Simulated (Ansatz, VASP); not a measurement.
**Zn in VASP and in Ansatz**

```xyz
2
Lattice="2.6648 0.0000 0.0000 -1.3324 2.3078 0.0000 0.0000 0.0000 4.9467" Properties=species:S:1:pos:R:3 pbc="T T T"
Zn    0.0000    1.5385    1.2367
Zn    1.3324    0.7693    3.7100
```

Alike in both runs: task single point; functional PBE; k mesh 18 × 18 × 8; occupations fermi-dirac, width 0.15 eV; no spin polarisation.

```csv
,VASP,Ansatz
version,VASP 6.6.1,Ansatz 0.2.0
potentials or method,"VASP PAW PBE potentials, release 64 (Zn), cutoff 520 eV","all-electron LAPW, scalar-relativistic"
```

Ansatz gave:

```
pressure (GPa)                                                : -0.2
traceless stress, the component that is largest in VASP (GPa) : 0.67
```

Question: What did VASP give for the same quantities?

Answer: Pressure (GPa): 0.1; traceless stress, the component that is largest in VASP (GPa): 0.55.

Ansatz ran all-electron here, and VASP with PAW potentials.
